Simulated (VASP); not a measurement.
GaGe3, 4 atoms in the cell. It takes space group Fm-3m (No. 225, cubic). The conventional cell has a = 6.774 Å, b = 6.774 Å, c = 6.774 Å, α = 90.00°, β = 90.00°, γ = 90.00°. Within 3.9 Å of Ge (site symmetry m-3m) lie 8 Ge at 2.93 Å and 6 Ga at 3.39 Å. Ge (site symmetry -43m) has 10 Ge at 2.93 to 3.39 Å and 4 Ga at 2.93 Å within 3.9 Å. Ga (site symmetry m-3m) has 14 Ge at 2.93 to 3.39 Å within 3.9 Å. 

* Program: VASP 6.6.1
* Task: single point
* Functional: PBEsol
* Potentials or basis: VASP PAW PBE potentials, release 64 (Ge_d, Ga_d)
* Cutoff: 520 eV
* k mesh: 6 × 6 × 6
* Occupations: methfessel-paxton, width 0.1 eV
* Spin: non-collinear spin, zero start, spin-orbit coupling
* Starting moments: [[0.0, 0.0, 0.0], [0.0, 0.0, 0.0], [0.0, 0.0, 0.0], [0.0, 0.0, 0.0]] μB
* Dipole correction: no
* Further INCAR settings: ALGO = Normal; EDIFF = 1e-07; NBANDS = 69

Potentials or basis: VASP PAW PBE potentials, release 64 (Ge_d, Ga_d).

The run is started by

```console
$ cat potpaw_PBE.64/Ge_d/POTCAR potpaw_PBE.64/Ga_d/POTCAR > POTCAR
$ mpirun -np 1 vasp_ncl > vasp.out
```

Hardware: 1 thread of Oxide Virtual Turin-like Processor (shared host).

Problem. Estimate the wall time of this run.

Solution. Wall time 4.3 min on 1 thread of Oxide Virtual Turin-like Processor, on a shared host, peak memory 0.41 GiB. Counts: scf iterations 14, k points 16.
